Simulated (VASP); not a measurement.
Set up this calculation in VASP 6.6.1, as the native input.

```
Task                               : single point
Functional                         : PBE-based screened hybrid
Potentials or basis                : VASP PAW PBE potentials, release 64 (Al)
Cutoff                             : 520 eV
k mesh                             : 6 × 6 × 6
Occupations                        : fermi-dirac, width 0.05 eV
Spin                               : no spin polarisation
Dipole correction                  : no
Grid for exact exchange (PRECFOCK) : Normal
Share of exact exchange            : 0.25
Further INCAR settings             : ALGO = Normal; EDIFF = 1e-06; NBANDS = 8
Screening parameter                : 0.3 1/Å
```

Al:

```xyz
1
Lattice="0.0000 2.0645 2.0645 2.0645 0.0000 2.0645 2.0645 2.0645 0.0000" Properties=species:S:1:pos:R:3 pbc="T T T"
Al    0.0000    0.0000    0.0000
```

These files were run (other wordings do the same):

POSCAR

```
Al
1.0
    0.0000000000      2.0645171409      2.0645171409
    2.0645171409      0.0000000000      2.0645171409
    2.0645171409      2.0645171409      0.0000000000
Al
1
Direct
    0.0000000000      0.0000000000      0.0000000000
```

INCAR.step1

```
  PREC = Accurate
  ENCUT = 520
  EDIFF = 1E-5
  ISMEAR = -1
  SIGMA = 0.05
  LREAL = F
  LASPH = T
  NELM = 80
  ALGO = Normal
  ISIF = 2
  LWAVE = T
  LCHARG = F
  GGA = PE
  NBANDS = 8
```

INCAR.step2

```
  PREC = Accurate
  ENCUT = 520
  EDIFF = 1E-6
  ISMEAR = -1
  SIGMA = 0.05
  LREAL = F
  LASPH = T
  NELM = 80
  ALGO = Normal
  ISIF = 2
  LWAVE = F
  LCHARG = F
  GGA = PE
  LHFCALC = T
  AEXX = 0.25
  HFSCREEN = 0.3
  PRECFOCK = Normal
  ISTART = 1
  NBANDS = 8
```

KPOINTS

```
regular mesh
0
Gamma
  6 6 6
```

Potentials or basis: VASP PAW PBE potentials, release 64 (Al).

Run with:

```bash
$ cat potpaw_PBE.64/Al/POTCAR > POTCAR
$ cp INCAR.step1 INCAR
$ mpirun -np 1 vasp_std > vasp.out
$ cp INCAR.step2 INCAR
$ mpirun -np 1 vasp_std > vasp.out
```

Results of the run:

```
Pressure : -4.7 GPa
```

Caveat: the k points lie up to 0.44 Å⁻¹ apart; the PAW data sets were made with another functional, which shifts forces and pressure a little.

Run time: 120 s on 1 thread of AMD EPYC 7R43 64-Core Processor (Zen 3), on a shared host, peak memory 0.19 GiB.
